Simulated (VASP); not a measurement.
# MgH2 in VASP: further runs, part 2 of 2

VASP 6.6.1.

**3. Relaxation of cell and atoms, PBE**

This run uses another cell than the first one, of 10.66 Å³/atom, 0.848 times its volume.

INCAR

```
PREC = Accurate
ENCUT = 600
EDIFF = 1E-7
ISMEAR = 0
SIGMA = 0.15
LREAL = False
LASPH = True
NELM = 120
ALGO = Normal
ISIF = 3
LWAVE = False
LCHARG = False
GGA = PE
IBRION = 2
NSW = 36
EDIFFG = -0.08
GGA_COMPAT = False
NELMIN = 4
```

KPOINTS

```
Automatic mesh
0
Gamma
  5 5 3
```

POSCAR

```
MgH2
1.0
    2.5907756900      0.0000000000      0.0000000000
    0.0000000000      2.5907756900      0.0000000000
    0.0000000000      0.0000000000      4.7625305000
Mg H
1 2
Direct
    0.0000000000      0.0000000000      0.5000000000
    0.0000000000      0.0000000000      0.1719337200
    0.0000000000      0.0000000000      0.8280662800
```

Potentials or basis: VASP PAW PBE potentials, release 64 (Mg, H).

Run with:

```
> cat potpaw_PBE.64/Mg/POTCAR potpaw_PBE.64/H/POTCAR > POTCAR
> mpirun -np 1 vasp_std > vasp.out
```

OUTCAR:

```text
PREC = Accurate
   ENCUT = 600
   EDIFF = 1E-7
   ISMEAR = 0
   LREAL = False
   LASPH = True
   NELM = 120
   ISIF = 3
   GGA = PE
   IBRION = 2
   NSW = 36
   EDIFFG = -0.08
   NELMIN = 4

 ion  position               nearest neighbor table
   1  0.000  0.000  0.500-   2 1.56   3 1.56
   2  0.000  0.000  0.172-   1 1.56
   3  0.000  0.000  0.828-   1 1.56

  LATTYP: Found a simple tetragonal cell.
 ALAT       =     2.5907756900
 C/A-ratio  =     1.8382643153

  Lattice vectors:

 A1 = (   2.5907756900,   0.0000000000,   0.0000000000)
 A2 = (   0.0000000000,   2.5907756900,   0.0000000000)
 A3 = (   0.0000000000,   0.0000000000,   4.7625305000)

Analysis of symmetry for initial positions (statically):
=====================================================================
 Subroutine PRICEL returns:
 Original cell was already a primitive cell.

 Routine SETGRP: Setting up the symmetry group for a
 simple tetragonal supercell.

 Subroutine GETGRP returns: Found 16 space group operations
 (whereof 16 operations were pure point group operations)
 out of a pool of 16 trial point group operations.

The static configuration has the point symmetry D_4h.

Analysis of symmetry for dynamics (positions and initial velocities):
=====================================================================
 Subroutine PRICEL returns:
 Original cell was already a primitive cell.

 Routine SETGRP: Setting up the symmetry group for a
 simple tetragonal supercell.

 Subroutine GETGRP returns: Found 16 space group operations
 (whereof 16 operations were pure point group operations)
 out of a pool of 16 trial point group operations.

The dynamic configuration has the point symmetry D_4h.

 Subroutine INISYM returns: Found 16 space group operations
 (whereof 16 operations are pure point group operations),
 and found     1 'primitive' translations

----------------------------------------------------------------------------------------

                                     Primitive cell

  volume of cell :      31.9667

  direct lattice vectors                    reciprocal lattice vectors
     2.590775690  0.000000000  0.000000000     0.385984786  0.000000000  0.000000000
     0.000000000  2.590775690  0.000000000     0.000000000  0.385984786  0.000000000
     0.000000000  0.000000000  4.762530500     0.000000000  0.000000000  0.209972409

  length of vectors
     2.590775690  2.590775690  4.762530500     0.385984786  0.385984786  0.209972409

  position of ions in fractional coordinates (direct lattice)
     0.000000000  0.000000000  0.500000000
     0.000000000  0.000000000  0.171933720
     0.000000000  0.000000000  0.828066280

  ion indices of the primitive-cell ions
   primitive index   ion index
                 1           1
                 2           2
                 3           3

----------------------------------------------------------------------------------------

[... 42 lines left out ...]
   dimension x,y,z NGXF=    48 NGYF=   48 NGZF=   80
   ions per type =               1   2
   NGX,Y,Z   is equivalent  to a cutoff of  15.40, 15.40, 13.96 a.u.
   NGXF,Y,Z  is equivalent  to a cutoff of  30.80, 30.80, 27.93 a.u.
 SYSTEM =  unknown system
   PREC   = accura    normal or accurate (medium, high low for compatibility)
   ISTART =      0    job   : 0-new  1-cont  2-samecut
   ICHARG =      2    charge: 1-file 2-atom 10-const
   ISPIN  =      1    spin polarized calculation?
   LNONCOLLINEAR =      F non collinear calculations
   LSORBIT =      F    spin-orbit coupling
   LASPH  =      T    aspherical Exc in radial PAW
   ENCUT  =  600.0 eV  44.10 Ry    6.64 a.u.   5.17  5.17  9.51*2*pi/ulx,y,z
   NELM   =    120;   NELMIN=  4; NELMDL= -5     # of ELM steps
   EDIFF  = 0.1E-06   stopping-criterion for ELM
   LREAL  =      F    real-space projection
   EDIFFG = -.8E-01   stopping-criterion for IOM
   NSW    =     36    number of steps for IOM
   IBRION =      2    ionic relax: 0-MD 1-quasi-New 2-CG
   NFREE  =      1    steps in history (QN), initial steepest desc. (CG)
   ISIF   =      3    stress and relaxation
   ISYM   =      2    0-nonsym 1-usesym 2-fastsym
   POTIM  = 0.5000    time-step for ionic-motion
   TEBEG  =    0.0;   TEEND  =   0.0 temperature during run
   PSTRESS=    0.0 pullay stress
   NELECT =       4.0000    total number of electrons
   NUPDOWN=      -1.0000    fix difference up-down
   EMIN   =  10.00;   EMAX   =-10.00  energy-range for DOS
   EFERMI =   0.00;   METHOD = LEGACY
   ISMEAR =     0;   SIGMA  =   0.15  broadening in eV -4-tet -1-fermi 0-gaus
   EFERMI_NEDOS =   21; number of points for ismear=-14 and -15
   IALGO  =     38    algorithm
   IMIX   =      4    mixing-type and parameters
     AMIX     =   0.40;   BMIX     =  1.00
     AMIX_MAG =   1.60;   BMIX_MAG =  1.00
  volume/ion in A,a.u.               =      10.66        71.91
  Fermi-wavevector in a.u.,A,eV,Ry     =   0.818834  1.547371  9.122551  0.670489
  Thomas-Fermi vector in A             =   1.929531
   LORBIT       =      0    0 simple, 1 ext, 2 COOP (PROOUT), +10 PAW based schemes
   GGA     = PE    functional components
   LHFCALC =     F    Hartree Fock is set to
   AEXX    =    0.0000 exact exchange contribution
   IVDW    =     0    specifies the selected vdW correction
   LEPSILON=     F    determine dielectric tensor
   LRPA    =     F    only Hartree local field effects (RPA)
 conjugate gradient relaxation of ions
 non-spin polarized calculation
 Gauss-broadening in eV      SIGMA  =   0.15
  energy-cutoff  :      600.00
  volume of cell :       31.97
 maximum number of plane-waves:      1083
 NGX is ok and might be reduce to    24
   NGX = 11   NGY = 11   NGZ = 19

--------------------------------------- Ionic step        1  -------------------------------------------

 number of electron       3.9999999 magnetization

 Free energy of the ion-electron system (eV)
  ---------------------------------------------------
  ext. energy  EPLUGINS =         0.00000000
  ---------------------------------------------------
  free energy    TOTEN  =        -4.76404799 eV

  energy without entropy =       -4.74658016  energy(sigma->0) =       -4.75531408

------------------------ aborting loop because EDIFF is reached ----------------------------------------

  FORCE on cell =-STRESS in cart. coord.  units (eV):
  Direction    XX          YY          ZZ          XY          YZ          ZX
  --------------------------------------------------------------------------------------
  -------------------------------------------------------------------------------------
  Total        3.4686433      3.4686433      6.8873768      0.0000000      0.0000000      0.0000000
  in kB      173.8492523    173.8492523    345.1970108      0.0000000      0.0000000      0.0000000
  external PRESSURE =     230.9651718 kB  Pullay stress =       0.0000000 kB
[... 92 lines left out ...]
  FREE ENERGIE OF THE ION-ELECTRON SYSTEM (eV)
  ---------------------------------------------------
  free  energy   TOTEN  =        -5.8119259552 eV

  energy  without entropy=       -5.7944620059  energy(sigma->0) =       -5.80319398

 E-fermi :  -0.4917     XC(G=0):  -7.3218

 val. band max:       -0.5885247842   @ k =   0.4000   0.0000   0.0000
 cond. band min:      -0.2439333981   @ k =   0.4000   0.4000   0.3333
 fundamental gap:      0.3445913861
 Fermi energy:        -0.4917308139

 k-point     1 :       0.0000    0.0000    0.0000
  band No.  band energies     occupation
      1      -6.9839      2.00000
      2      -2.7607      2.00000
      3      -2.5268      2.00000
      4       8.2193      0.00000
      5       9.7217      0.00000
      6      11.1260      0.00000
[... 91 lines left out ...]
 k-point    12 :       0.4000    0.4000    0.3333
  band No.  band energies     occupation
      1      -3.1398      2.00000
      2      -0.2439      0.01948
      3       2.0138      0.00000
      4       3.1148      0.00000
      5       5.7618      0.00000
      6       6.0438      0.00000

[... ionic steps 4 to 16 ...]

--------------------------------------- Ionic step       17  -------------------------------------------

 number of electron       3.9999999 magnetization

------------------------ aborting loop because EDIFF is reached ----------------------------------------
[... 69 lines left out ...]
--------------------------------------- Ionic step       19  -------------------------------------------

 number of electron       3.9999999 magnetization

 Free energy of the ion-electron system (eV)
  ---------------------------------------------------
  ext. energy  EPLUGINS =         0.00000000
  ---------------------------------------------------
  free energy    TOTEN  =        -7.48735281 eV

  energy without entropy =       -7.47155593  energy(sigma->0) =       -7.47945437

 E-fermi :   0.3900     XC(G=0):  -6.7558

 val. band max:        0.3785666036   @ k =   0.4000   0.4000   0.3333
 cond. band min:       0.5287854140   @ k =   0.4000   0.4000   0.0000
 fundamental gap:      0.1502188103
 Fermi energy:         0.3900368994

 k-point     1 :       0.0000    0.0000    0.0000
  band No.  band energies     occupation
      1      -8.1350      2.00000
      2      -4.2859      2.00000
      3      -0.8797      2.00000
      4       7.3266      0.00000
      5       9.0241      0.00000
      6       9.3706      0.00000
[... 127 lines left out ...]
  FREE ENERGIE OF THE ION-ELECTRON SYSTEM (eV)
  ---------------------------------------------------
  free  energy   TOTEN  =        -7.4873528097 eV

  energy  without entropy=       -7.4715559284  energy(sigma->0) =       -7.47945437

 reached required accuracy - stopping structural energy minimisation
```

Run time: 75 s. Hardware: 1 thread of Intel Xeon Platinum 8488C (Sapphire Rapids), shared host; peak memory 0.16 GiB.

What came out:

- Free energy: -7.4874 eV
- Relaxed volume: 17.35 Å³/atom
- Relaxed cell: a = 2.941 Å, b = 2.941 Å, c = 6.021 Å, α = 90.00°, β = 90.00°, γ = 90.00°
- Space group after relaxing (to 0.05 Å): P4/mmm (No. 123)
- Energy gained by relaxing: 907.8 meV/atom
- Ionic steps: 19
- Pressure after relaxing: 0.0 GPa
- Largest force after relaxing: 0.066 eV/Å
- Band gap on the k mesh: zero (band 2 reaches 0.53 eV, above the bottom of band 3 at -0.88 eV)

Forces in eV/Å, atoms in the order of the input:
```
Mg   0.000  0.000  0.000
H    0.000  0.000  0.066
H    0.000  0.000 -0.066
```

Stress tensor (GPa, compression positive):
```
-0.13  0.00  0.00
 0.00 -0.13  0.00
 0.00  0.00  0.26
```

The path:
| step | energy change (eV) | largest force (eV/Å) | pressure (GPa) | volume (Å³) |
| --- | --- | --- | --- | --- |
| 1 | 0.0000 | 2.6536 | 23.10 | 31.97 |
| 2 | -0.9736 | 1.4928 | 2.05 | 39.58 |
| 3 | -1.0479 | 1.5991 | -0.52 | 41.58 |
| 4 | -1.1362 | 1.9112 | -3.80 | 45.78 |
| 5 | -2.0949 | 2.7384 | -3.54 | 47.33 |
| 6 | 5.1950 | 68.7656 | 27.56 | 50.06 |
| 7 | -2.0112 | 2.7139 | -3.68 | 47.46 |
| 8 | -2.5843 | 0.7544 | 1.20 | 48.85 |
| 9 | -2.5697 | 1.3316 | -0.95 | 48.49 |
| 10 | -2.6032 | 0.4739 | 0.07 | 48.68 |
| 11 | -2.6038 | 0.1680 | 0.38 | 48.73 |
| 12 | -2.5760 | 2.0555 | 2.01 | 49.45 |
| 13 | -2.6122 | 0.4917 | 0.89 | 48.98 |
| 14 | -2.6471 | 0.2820 | 0.49 | 49.55 |
| 15 | -2.7055 | 0.2639 | -0.39 | 51.13 |
| 16 | -2.7138 | 0.5012 | -0.65 | 51.82 |
| 17 | -2.7195 | 0.4738 | 0.38 | 52.08 |
| 18 | -2.7223 | 0.1034 | 0.00 | 52.00 |
| 19 | -2.7233 | 0.0659 | 0.00 | 52.06 |

Final structure:
```
Mg H
1.0
     2.94057    0.00000    0.00000
     0.00000    2.94057    0.00000
     0.00000    0.00000    6.02058
Mg H
1 2
Direct
  0.00000 0.00000 0.50000
  0.00000 0.00000 0.06393
  0.00000 0.00000 0.93607
```

Caveat: the k points lie up to 0.43 Å⁻¹ apart in the final cell; the volume moved by over 15 % at a fixed basis, so the end points are rough; the relaxation stopped at a loose force limit of 0.08 eV/Å, so its end isn't a converged minimum.
